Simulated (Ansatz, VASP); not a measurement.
**PbO2: VASP beside Ansatz**

Contents of INCAR:

```
PREC = Accurate
ENCUT = 520
EDIFF = 1E-6
ISMEAR = -1
SIGMA = 0.05
LREAL = F
LASPH = T
NELM = 60
ALGO = Normal
ISIF = 2
LWAVE = F
LCHARG = F
GGA = PE
NBANDS = 35
```

Contents of KPOINTS:

```
Automatic mesh
0
Gamma
  5 5 7
```

The input POSCAR:

```
PbO2
1.0
    5.1947582648      0.0000000000      0.0000000000
    0.0000000000      5.1947582648      0.0000000000
    0.0000000000      0.0000000000      3.4090009600
Pb O
2 4
Direct
    0.5000000000      0.5000000000      0.5000000000
    0.0000000000      0.0000000000      0.0000000000
    0.6925710400      0.6925710400      0.0000000000
    0.8074289600      0.1925710400      0.5000000000
    0.1925710400      0.8074289600      0.5000000000
    0.3074289600      0.3074289600      0.0000000000
```

The input input.yaml:

```yaml
crystal:
  lattice:
    - [5.1947582648, 0.0, 0.0]
    - [0.0, 5.1947582648, 0.0]
    - [0.0, 0.0, 3.40900096]
  atoms:
    - { symbol: Pb, position: [0.5, 0.5, 0.5] }
    - { symbol: Pb, position: [0.0, 0.0, 0.0] }
    - { symbol: O, position: [0.69257104, 0.69257104, 0.0] }
    - { symbol: O, position: [0.80742896, 0.19257104, 0.5] }
    - { symbol: O, position: [0.19257104, 0.80742896, 0.5] }
    - { symbol: O, position: [0.30742896, 0.30742896, 0.0] }
hamiltonian:
  xc: pbe
  pseudopotentials: { kind: paw }
kpoints:
  mp_grid: { grid: [5, 5, 7] }
  band_path:
    path:
      - [[0.0, 0.0, 0.0], [0.0, 0.5, 0.0], [0.5, 0.5, 0.0], [0.0, 0.0, 0.0], [0.0, 0.0, 0.5], [0.0, 0.5, 0.5], [0.5, 0.5, 0.5], [0.0, 0.0, 0.5]]
      - [[0.0, 0.5, 0.0], [0.0, 0.5, 0.5]]
      - [[0.5, 0.5, 0.0], [0.5, 0.5, 0.5]]
    npoints: 14
scf:
  occupations: { method: fermi_dirac, width: 0.05 }
  n_extra_bands: 15
output:
  forces: true
  stress: true
  eigenvalues: true
  fatbands: false
  write_density: true
  write_potential: true
  elf: true
  volumetric_format: npy
```

Alike in both runs: functional PBE; k mesh 5 × 5 × 7; occupations fermi-dirac, width 0.05 eV; no spin polarisation.

|  | VASP | Ansatz |
| --- | --- | --- |
| version | VASP 6.6.1 | Ansatz 0.2.0 |
| potentials or method | VASP PAW PBE potentials, release 64 (Pb_d, O) | Ansatz PAW |
| plane-wave cutoff (eV) | 520 | 420 |
| valence electrons in the cell | 52 | 52 |
| task | single point | band structure |

|  | VASP | Ansatz | Ansatz less VASP |
| --- | --- | --- | --- |
| gap on the k mesh at the Fermi level (eV) | 0.08 | 0.08 | +0.007 |
| least direct gap on the mesh (eV) | 0.15 | 0.15 | +0.004 |
| pressure (GPa) | -2.9 | -3.0 | -0.16 |
| traceless stress, the component that is largest in VASP (GPa) | 1.22 | 1.08 | -0.141 |
| rms of the force components (eV/Å) | 0.062 | 0.070 | +0.0081 |

Atom by atom the forces differ by 0.008 eV/Å (rms over components).

Spin-orbit coupling is off throughout. Noted on Ansatz's run: the k mesh misses the band edges, so the gap on the mesh is wider than the one along the path.
